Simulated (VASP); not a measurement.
Runs of VASP 6.6.1 on CdSn2. The structure is that of space group Fm-3m (No. 225), or close to it. The cells are those of the table. 

| task | cell | k mesh | cutoff (eV) | gap on the mesh (eV) | pressure (GPa) | relaxed volume (Å³/atom) |
| --- | --- | --- | --- | --- | --- | --- |
| single point | a = 4.997 Å, angles 60.0°, 3 atoms | 12 × 12 × 12 | 520 | none | 0.0 | - |
| single point | a = 4.970 Å, angles 60.0°, 3 atoms | 4 × 4 × 4 | 520 | none | 0.4 | - |
| relaxation of cell and atoms | relaxed from a = 4.706 Å, angles 60.0°, 3 atoms | 4 × 4 × 4 | 600 | none | 0.1 | 29.15 |
| single point | a = 4.706 Å, angles 60.0°, 3 atoms | 6 × 6 × 6 | 520 | none | 12.3 | - |
| relaxation of cell and atoms | relaxed from a = 4.970 Å, angles 60.0°, 3 atoms | 12 × 12 × 12 | 600 | none | 0.0 | (a) |

Alike in all rows: level PBE; potentials or basis VASP PAW PBE potentials, release 64 (Cd, Sn_d); no spin polarisation; smearing gaussian 0.1 eV.

Q: Fill in the values left out.

A: (a) 29.45.

Caveats: some runs use coarse meshes; spin-orbit coupling is left out, which moves the levels of the heavy elements; the volume moved by over 15 % at a fixed basis, so the end points are rough (some runs).

A k mesh can miss the band edges, and the runs leave out spin-orbit coupling on Cd, Sn.

A gap of «none» marks levels without a gap at the run's occupations.
